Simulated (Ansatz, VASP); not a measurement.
TiC in VASP and in Ansatz

```
CELL_PARAMETERS angstrom
0.00000 2.16572 2.16572
2.16572 0.00000 2.16572
2.16572 2.16572 0.00000
ATOMIC_POSITIONS crystal
Ti 0.00000 0.00000 0.00000
C 0.50000 0.50000 0.50000
```

Alike in both runs: functional LDA; k mesh 11 × 11 × 11; occupations fermi-dirac, width 0.05 eV; no spin polarisation.

|  | VASP | Ansatz |
| --- | --- | --- |
| version | VASP 6.6.1 | Ansatz 0.2.0 |
| potentials or method | VASP PAW LDA potentials, release 64 (Ti_sv, C) | Ansatz PAW |
| plane-wave cutoff (eV) | 520 | 420 |
| valence electrons in the cell | 16 | 16 |
| task | single point | band structure |

Ansatz gave:

```
gap on the k mesh at the Fermi level (eV) : none
pressure (GPa)                            : -12.6
```

What did VASP give for the same quantities?

gap on the k mesh at the Fermi level (eV): none; pressure (GPa): -11.9.

LDA's correlation is that of Perdew and Zunger in VASP and of Perdew and Wang (1992) in Ansatz. A gap of «none» marks a metal or a gap that the smearing closes.
